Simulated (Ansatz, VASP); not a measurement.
# Two plane-wave programs on CuO

File POSCAR:

```
CuO
1.0
    2.3446497600     -1.7133998200      0.0000000000
    2.3446497600      1.7133998200      0.0000000000
   -0.8605499100      0.0000000000      5.0594394800
Cu O
2 2
Direct
    0.0032000000      0.4968000000      0.0000000000
    0.4968000000      0.0032000000      0.5000000000
    0.5714000000      0.4056000000      0.2537000000
    0.4056000000      0.5714000000      0.7537000000
```

Contents of INCAR.step1:

```
ALGO     = Normal         # electronic algorithm
EDIFF    = 1E-4           # SCF threshold, eV
ENCUT    = 520            # plane-wave cutoff, eV
GGA      = PE             # functional
ISMEAR   = 0              # smearing method
ISPIN    = 2              # spin polarisation
LASPH    = T              # aspherical terms in the spheres
LCHARG   = F              # write CHGCAR
LDAU     = T              # DFT+U
LDAUJ    = 0 0          
LDAUL    = 2 -1           # shell
LDAUTYPE = 2            
LDAUU    = 2.5 0          # U, eV
LMAXMIX  = 4              # l up to which the mixer works
LREAL    = F              # projectors in reciprocal space
LWAVE    = T              # write WAVECAR
MAGMOM   = 1 1 0 0        # initial moments
NBANDS   = 29             # bands
NELM     = 150            # most SCF steps
PREC     = Accurate       # precision mode
SIGMA    = 0.05           # smearing width, eV
```

File INCAR.step2:

```
ALGO     = Normal         # electronic algorithm
EDIFF    = 1E-6           # SCF threshold, eV
ENCUT    = 520            # plane-wave cutoff, eV
ISIF     = 2              # what is computed and relaxed
ISMEAR   = 0              # smearing method
ISPIN    = 2              # spin polarisation
ISTART   = 1            
LASPH    = T              # aspherical terms in the spheres
LCHARG   = F              # write CHGCAR
LDAU     = T              # DFT+U
LDAUJ    = 0 0          
LDAUL    = 2 -1           # shell
LDAUPRINT= 1            
LDAUTYPE = 2            
LDAUU    = 2.5 0          # U, eV
LMAXMIX  = 4              # l up to which the mixer works
LMIXTAU  = T            
LORBIT   = 11             # projections on sites
LREAL    = F              # projectors in reciprocal space
LWAVE    = F              # write WAVECAR
MAGMOM   = 1 1 0 0        # initial moments
METAGGA  = R2SCAN         # meta-GGA
NBANDS   = 29             # bands
NELM     = 150            # most SCF steps
PREC     = Accurate       # precision mode
SIGMA    = 0.05           # smearing width, eV
```

File KPOINTS:

```
k-points
0
Gamma
  7 7 4
```

Input for Ansatz:

```yaml
crystal:
  lattice:
    - [2.34464976, -1.71339982, 0.0]
    - [2.34464976, 1.71339982, 0.0]
    - [-0.86054991, 0.0, 5.05943948]
  atoms:
    - { symbol: Cu, position: [0.0032, 0.4968, 0.0], spin: 1.0 }
    - { symbol: Cu, position: [0.4968, 0.0032, 0.5], spin: 1.0 }
    - { symbol: O, position: [0.5714, 0.4056, 0.2537] }
    - { symbol: O, position: [0.4056, 0.5714, 0.7537] }
basis:
  ecutwfc: 500
  ecutrho_ratio: 4
kpoints:
  mp_grid: { grid: [7, 7, 4] }
hamiltonian:
  xc: r2scan
  hubbard:
    sites: [{ site: 0, l: d, u_eff: 2.5 }, { site: 1, l: d, u_eff: 2.5 }]
scf:
  occupations: { method: gaussian, width: 0.05 }
  lower_state_search: "off"
  max_iter: 150
output:
  forces: true
  stress: true
  eigenvalues: true
  populations: true
  hubbard: { sites: [{ site: 0, l: d }, { site: 1, l: d }] }
magnetization:
  spin_polarized: true
```

Alike in both runs: task single point; functional r2SCAN; k mesh 7 × 7 × 4; occupations gaussian, width 0.05 eV; collinear spin; Hubbard terms Cu d U = 2.5 eV.

|  | VASP | Ansatz |
| --- | --- | --- |
| version | VASP 6.6.1 | Ansatz 0.2.0 |
| potentials or method | VASP PAW PBE potentials, release 64 (Cu, O), cutoff 520 eV | scalar-relativistic, plane waves, PAW |
| valence electrons in the cell | 34 | 50 |

VASP gave:

* gap on the k mesh at the Fermi level (eV): 0.57
* least direct gap on the mesh (eV): 0.59
* pressure (GPa): -0.5
* traceless stress, the component that is largest in VASP (GPa): -0.89
* rms of the force components (eV/Å): 0.457
* net moment per atom (μB): 0.50
* size of the moment on the site where the two differ most (μB): 0.29

What did Ansatz give for the same quantities?

gap on the k mesh at the Fermi level (eV): 0.38; least direct gap on the mesh (eV): 0.39; pressure (GPa): 0.9; traceless stress, the component that is largest in VASP (GPa): -1.05; rms of the force components (eV/Å): 0.472; net moment per atom (μB): 0.50; size of the moment on the site where the two differ most (μB): 0.31.

VASP's potentials were made for PBE, not for r2SCAN. Site moments also hang on the region over which each program counts them. The programs project onto different local orbitals, so the same U acts differently, and such runs can settle in different states. Atom by atom the forces differ by 0.018 eV/Å (rms over components). VASP's potentials hold 34 valence electrons a cell and Ansatz's 50, so a difference there can come from the potentials and not from the codes. Ansatz's warnings: stability check not made.
